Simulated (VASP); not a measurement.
A run of VASP 6.6.1 is set up as follows.

The input INCAR:

```
SYSTEM = ScZnI2
PREC = Accurate
ENCUT = 520
EDIFF = 1E-6
ISMEAR = 0
SIGMA = 0.1
LREAL = .False.
LASPH = .True.
NELM = 100
ALGO = Normal
ISIF = 2
LWAVE = .False.
LCHARG = .False.
GGA = PE
NBANDS = 47
```

The input KPOINTS:

```
Automatic mesh
0
Gamma
  4 4 4
  0 0 0
```

POSCAR

```
ScZnI2
1.0
    0.0000000000      5.2016640600      5.2016640600
    5.2016640600      0.0000000000      5.2016640600
    5.2016640600      5.2016640600      0.0000000000
Sc Zn I
2 2 4
Direct
    0.5000000000      0.5000000000      0.5000000000
    0.7500000000      0.7500000000      0.7500000000
    0.2500000000      0.2500000000      0.2500000000
    0.0000000000      0.0000000000      0.0000000000
    0.1250000000      0.1250000000      0.1250000000
    0.1250000000      0.1250000000      0.6250000000
    0.1250000000      0.6250000000      0.1250000000
    0.6250000000      0.1250000000      0.1250000000
```

Potentials or basis: VASP PAW PBE potentials, release 64 (Sc_sv, Zn, I).

The run is started by

```sh
$ cat potpaw_PBE.64/Sc_sv/POTCAR potpaw_PBE.64/Zn/POTCAR potpaw_PBE.64/I/POTCAR > POTCAR
$ mpirun -np 1 vasp_std > vasp.out
```

(1) Predict the band gap on the k mesh.

(2) Predict the pressure.

Answers

(1) zero (bands 37 and 38 overlap by 0.20 eV).

(2) 17.3 GPa.

Caveat: the cell stands under pressure; spin-orbit coupling is left out, which moves the levels of the heavy elements.
